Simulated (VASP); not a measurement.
CsPbCl3: single point with b88 exchange, pbe correlation

Crystal: CsPbCl3.

```
CELL_PARAMETERS angstrom
5.64212 0.00000 0.00000
0.00000 5.64212 0.00000
0.00000 0.00000 5.64212
ATOMIC_POSITIONS crystal
Pb 0.50000 0.50000 0.50000
Cs 0.00000 0.00000 0.00000
Cl 0.50000 0.00000 0.50000
Cl 0.00000 0.50000 0.50000
Cl 0.50000 0.50000 0.00000
```

| Property | Result |
| --- | --- |
| Program | VASP 6.6.1 |
| Task | single point |
| Functional | b88 exchange, pbe correlation |
| Potentials or basis | VASP PAW PBE potentials, release 64 (Pb_d, Cs_sv, Cl) |
| Cutoff | 500 eV |
| k mesh | 5 × 5 × 5 |
| Occupations | fermi-dirac, width 0.05 eV |
| Spin | no spin polarisation |

The pressure is 1.3 GPa. The band gap on the k mesh is 3.02 eV.

Levels at points of the mesh, in eV from the valence-band top:
```
           k point  band 19  band 20  band 21  band 22  band 23  band 24  band 25  band 26
(0.00, 0.00, 0.00)    -1.90    -1.81    -1.81    -1.81     4.23     5.19     5.19     6.00
```

Run time: 38 s on 1 thread of Intel(R) Xeon(R) 6975P-C (Granite Rapids), with other jobs on the host, peak memory 0.27 GiB.

Caveat: the PAW data sets were made with another functional, which shifts forces and pressure a little; spin-orbit coupling is left out, which moves the levels of the heavy elements; an odd mesh through Γ misses points on the zone boundary, where band edges can lie.
